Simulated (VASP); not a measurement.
# Ti3Al in VASP: settings compared

Ti3Al is run at these levels: PBEsol, LDA; tasks: single point.

All numbers are computed with VASP 6.6.1; they aren't measurements. Logs are shortened: lines on timing, memory, paths and dates and some standing lists are left out, and cuts for length are marked.

## Step 1: The cell of the first run

The typed cell holds 4 atoms: a = 2.928 Å, b = 2.928 Å, c = 9.226 Å, α = 90.00°, β = 90.00°, γ = 120.00°.

## Step 2: Single point, PBEsol (atoms moved at random)

INCAR

```
ALGO = Fast ; EDIFF = 1E-7
ENCUT = 520 ; GGA = PS
ISIF = 2 ; ISMEAR = -1
LASPH = True ; LCHARG = False
LREAL = False ; LWAVE = False
NBANDS = 28 ; NELM = 60
PREC = Accurate ; SIGMA = 0.05
```

KPOINTS

```
k-points
0
Gamma
  10 10 3
```

POSCAR

```
Ti3Al
1.0
    2.9275422229      0.0000000000      0.0000000000
   -1.4637711114      2.5353259357      0.0000000000
    0.0000000000      0.0000000000      9.2263620000
Ti Al
3 1
Direct
    0.3522190000      0.6805740000      0.2548270000
    0.3479140000      0.6913960000      0.7463020000
    0.6520880000      0.3418930000      0.0003530000
    0.6604000000      0.3215280000      0.5011080000
```

Potentials or basis: VASP PAW PBE potentials, release 64 (Ti_sv, Al).

On the command line:

```sh
$ cat potpaw_PBE.64/Ti_sv/POTCAR potpaw_PBE.64/Al/POTCAR > POTCAR
$ mpirun -np 1 vasp_std > vasp.out
```

OUTCAR:

```text
EDIFF = 1E-7
   ENCUT = 520
   GGA = PS
   ISIF = 2
   ISMEAR = -1
   LASPH = True
   LREAL = False
   NELM = 60
   PREC = Accurate

 ion  position               nearest neighbor table
   1  0.352  0.681  0.255-   4 2.79   4 2.83   3 2.85   4 2.87   3 2.89
   2  0.348  0.691  0.746-   4 2.77   4 2.85   4 2.86   3 2.87   3 2.87
   3  0.652  0.342  0.000-   1 2.85   2 2.87   2 2.87   1 2.89
   4  0.660  0.322  0.501-   2 2.77   1 2.79   1 2.83   2 2.85   2 2.86   1 2.87

  LATTYP: Found a hexagonal cell.
 ALAT       =     2.9275422229
 C/A-ratio  =     3.1515726495

  Lattice vectors:

 A1 = (   2.9275422229,   0.0000000000,   0.0000000000)
 A2 = (  -1.4637711114,   2.5353259357,   0.0000000000)
 A3 = (   0.0000000000,   0.0000000000,   9.2263620000)

Analysis of symmetry for initial positions (statically):
=====================================================================
 Subroutine PRICEL returns:
 Original cell was already a primitive cell.

 Routine SETGRP: Setting up the symmetry group for a
 hexagonal supercell.

 Subroutine GETGRP returns: Found  1 space group operations
 (whereof  1 operations were pure point group operations)
 out of a pool of 24 trial point group operations.

The static configuration has the point symmetry C_1 .

Analysis of symmetry for dynamics (positions and initial velocities):
=====================================================================
 Subroutine PRICEL returns:
 Original cell was already a primitive cell.

 Routine SETGRP: Setting up the symmetry group for a
 hexagonal supercell.

 Subroutine GETGRP returns: Found  1 space group operations
 (whereof  1 operations were pure point group operations)
 out of a pool of 24 trial point group operations.

The dynamic configuration has the point symmetry C_1 .

 Subroutine INISYM returns: Found  1 space group operations
 (whereof  1 operations are pure point group operations),
 and found     1 'primitive' translations

----------------------------------------------------------------------------------------

                                     Primitive cell

  volume of cell :      68.4806

  direct lattice vectors                    reciprocal lattice vectors
     2.927542223  0.000000000  0.000000000     0.341583459  0.197213302  0.000000000
    -1.463771111  2.535325936  0.000000000     0.000000000  0.394426604  0.000000000
[... 82 lines left out ...]
   ICHARG =      2    charge: 1-file 2-atom 10-const
   ISPIN  =      1    spin polarized calculation?
   LNONCOLLINEAR =      F non collinear calculations
   LSORBIT =      F    spin-orbit coupling
   LASPH  =      T    aspherical Exc in radial PAW
   ENCUT  =  520.0 eV  38.22 Ry    6.18 a.u.   5.44  5.44 17.15*2*pi/ulx,y,z
   NELM   =     60;   NELMIN=  2; NELMDL= -5     # of ELM steps
   EDIFF  = 0.1E-06   stopping-criterion for ELM
   LREAL  =      F    real-space projection
   EDIFFG = 0.1E-05   stopping-criterion for IOM
   NSW    =      0    number of steps for IOM
   IBRION =     -1    ionic relax: 0-MD 1-quasi-New 2-CG
   NFREE  =      0    steps in history (QN), initial steepest desc. (CG)
   ISIF   =      2    stress and relaxation
   ISYM   =      2    0-nonsym 1-usesym 2-fastsym
   POTIM  = 0.5000    time-step for ionic-motion
   TEBEG  =    0.0;   TEEND  =   0.0 temperature during run
   PSTRESS=    0.0 pullay stress
   NELECT =      39.0000    total number of electrons
   NUPDOWN=      -1.0000    fix difference up-down
   EMIN   =  10.00;   EMAX   =-10.00  energy-range for DOS
   EFERMI =   0.00;   METHOD = LEGACY
   ISMEAR =    -1;   SIGMA  =   0.05  broadening in eV -4-tet -1-fermi 0-gaus
   EFERMI_NEDOS =   21; number of points for ismear=-14 and -15
   IALGO  =     68    algorithm
   IMIX   =      4    mixing-type and parameters
     AMIX     =   0.40;   BMIX     =  1.00
     AMIX_MAG =   1.60;   BMIX_MAG =  1.00
  volume/ion in A,a.u.               =      17.12       115.53
  Fermi-wavevector in a.u.,A,eV,Ry     =   1.356981  2.564323 25.053746  1.841398
  Thomas-Fermi vector in A             =   2.483938
   LORBIT       =      0    0 simple, 1 ext, 2 COOP (PROOUT), +10 PAW based schemes
   GGA     = PS    functional components
   LHFCALC =     F    Hartree Fock is set to
   AEXX    =    0.0000 exact exchange contribution
   IVDW    =     0    specifies the selected vdW correction
   LEPSILON=     F    determine dielectric tensor
   LRPA    =     F    only Hartree local field effects (RPA)
 non-spin polarized calculation
 RMM-DIIS sequential band-by-band and
  energy-cutoff  :      520.00
  volume of cell :       68.48
 maximum number of plane-waves:      1907
 NGX is ok and might be reduce to    24
   NGX = 11   NGY = 11   NGZ = 35

 number of electron      39.0000003 magnetization

 Free energy of the ion-electron system (eV)
  ---------------------------------------------------
  ext. energy  EPLUGINS =         0.00000000
  ---------------------------------------------------
  free energy    TOTEN  =       -29.57712015 eV

  energy without entropy =      -29.54591861  energy(sigma->0) =      -29.56151938

 E-fermi :   7.8702     XC(G=0): -11.3143

 val. band max:        7.8690649708   @ k =   0.0000   0.3000   0.0000
 cond. band min:       7.8728035203   @ k =   0.4000   0.4000   0.3333
 fundamental gap:      0.0037385494
 Fermi energy:         7.8701535625

 k-point     1 :       0.0000    0.0000    0.0000
  band No.  band energies     occupation
      1     -48.6432      2.00000
      2     -48.5704      2.00000
      3     -48.5400      2.00000
      4     -25.2362      2.00000
      5     -24.9853      2.00000
      6     -24.7420      2.00000
[... 733 lines left out ...]
     27      10.2986      0.00000
     28      10.4688      0.00000

 [... further k-points ...]
[... 5 lines left out ...]
  --------------------------------------------------------------------------------------
  -------------------------------------------------------------------------------------
  Total       -1.9234324     -1.3848808     -1.2372577     -0.2558143     -0.0542977      0.0291614
  in kB      -45.0007813    -32.4007845    -28.9469823     -5.9850531     -1.2703534      0.6822637
  external PRESSURE =     -35.4495160 kB  Pullay stress =       0.0000000 kB

 VOLUME and BASIS-vectors are now :
 -----------------------------------------------------------------------------
  energy-cutoff  :      520.00
  volume of cell :       68.48
      direct lattice vectors                 reciprocal lattice vectors
     2.927542223  0.000000000  0.000000000     0.341583459  0.197213302  0.000000000
    -1.463771111  2.535325936  0.000000000     0.000000000  0.394426604  0.000000000
     0.000000000  0.000000000  9.226362000     0.000000000  0.000000000  0.108385082

 POSITION                                       TOTAL-FORCE (eV/Angst)
 -----------------------------------------------------------------------------------
      0.03493      1.72548      2.35113        -0.102975     -0.073427     -0.417756
      0.00649      1.75291      6.88565        -0.033059     -0.158237      0.458460
      1.40856      0.86681      0.00326         0.092089      0.034410      0.009616
      1.46271      0.81518      4.62340         0.043946      0.197254     -0.050321
 -----------------------------------------------------------------------------------
    total drift:                               -0.000101     -0.000021     -0.000121

  FREE ENERGIE OF THE ION-ELECTRON SYSTEM (eV)
  ---------------------------------------------------
  free  energy   TOTEN  =       -29.5771201460 eV

  energy  without entropy=      -29.5459186132  energy(sigma->0) =      -29.56151938
```

stdout:

```text
POSCAR found type information on POSCAR TiAl
 POSCAR found :  2 types and       4 ions
 scaLAPACK will be used
 -----------------------------------------------------------------------------
|                                                                             |
|                                                                             |
|     You enforced a specific xc type in the INCAR file but a different       |
[... 50 lines left out ...]
WARNING in EDDRMM: call to ZHEGV failed, returncode =   6  3     23
WARNING in EDDRMM: call to ZHEGV failed, returncode =   8  4      7
WARNING in EDDRMM: call to ZHEGV failed, returncode =   6  3     13
WARNING in EDDRMM: call to ZHEGV failed, returncode =   8  4      9
WARNING in EDDRMM: call to ZHEGV failed, returncode =   8  4     16
WARNING in EDDRMM: call to ZHEGV failed, returncode =   6  3      8
WARNING in EDDRMM: call to ZHEGV failed, returncode =   6
```

Run time: 19 min. Hardware: 1 thread of Intel Xeon 6975P-C, shared host; peak memory 0.38 GiB.

Results:

| Property | Result |
| --- | --- |
| Free energy | -29.5771 eV |
| Pressure | -3.5 GPa |
| Largest force | 0.486 eV/Å |

Forces in eV/Å, atoms in the order of the input:
```
Ti  -0.103 -0.073 -0.418
Ti  -0.033 -0.158  0.458
Ti   0.092  0.034  0.010
Al   0.044  0.197 -0.050
```

Stress tensor (GPa, compression positive):
```
-4.50 -0.60  0.07
-0.60 -3.24 -0.13
 0.07 -0.13 -2.89
```

Caveat: the cell differs from its parent crystal (atoms moved at random); the PAW data sets were made with another functional, which shifts forces and pressure a little.

## Step 3: Single point, LDA

INCAR

```
SYSTEM = Ti3Al
PREC     = Accurate       ! precision mode
ENCUT    = 520            ! plane-wave cutoff, eV
EDIFF    = 1E-7           ! SCF threshold, eV
ISMEAR   = -1             ! smearing method
SIGMA    = 0.05           ! smearing width, eV
LREAL    = .FALSE.        ! projectors in reciprocal space
LASPH    = .TRUE.         ! aspherical terms in the spheres
NELM     = 60             ! most SCF steps
ALGO     = Fast           ! electronic algorithm
ISIF     = 2              ! what is computed and relaxed
LWAVE    = .FALSE.        ! write WAVECAR
LCHARG   = .TRUE.         ! write CHGCAR
GGA      = CA             ! functional
LELF     = .TRUE.         ! ELF
LVHAR    = .TRUE.       
NBANDS   = 28             ! bands
```

KPOINTS

```
regular mesh
0
G
  10 10 3
  0 0 0
```

POSCAR

```
Ti3Al
1.0
    2.9275422229      0.0000000000      0.0000000000
   -1.4637711114      2.5353259357      0.0000000000
    0.0000000000      0.0000000000      9.2263620000
Ti Al
3 1
Direct
    0.3333333333      0.6666666667      0.2494060000
    0.3333333333      0.6666666667      0.7505940000
    0.6666666667      0.3333333333      0.0000000000
    0.6666666667      0.3333333333      0.5000000000
```

Potentials or basis: VASP PAW LDA potentials, release 64 (Ti_sv, Al).

On the command line:

```sh
$ cat potpaw_LDA.64/Ti_sv/POTCAR potpaw_LDA.64/Al/POTCAR > POTCAR
$ mpirun -np 1 vasp_std > vasp.out
```

Wall time 10 min (1 thread of Intel Xeon 8259CL, shared host); peak memory 0.19 GiB.

The run converged. Its results:

| Property | Result |
| --- | --- |
| Free energy | -30.2589 eV |
| Pressure | -7.1 GPa |
| Largest force | 0.143 eV/Å |

Forces in eV/Å, atoms in the order of the input:
```
Ti   0.000  0.000 -0.143
Ti   0.000  0.000  0.143
Ti   0.000  0.000  0.000
Al   0.000  0.000  0.000
```

Stress tensor (GPa, compression positive):
```
-7.10  0.00  0.00
 0.00 -7.10  0.00
 0.00  0.00 -7.01
```

Levels at points of the mesh, in eV from the Fermi level:
```tsv
k point	band 16	band 17	band 18	band 19	band 20	band 21	band 22	band 23	band 24	band 25
(0.00, 0.00, 0.00)	-2.45	-0.73	0.52	0.71	0.79	0.79	0.88	0.88	1.18	1.18
(0.50, 0.00, 0.00)	-2.07	-1.45	-1.22	-0.64	-0.36	0.85	1.02	1.13	1.69	2.46
```
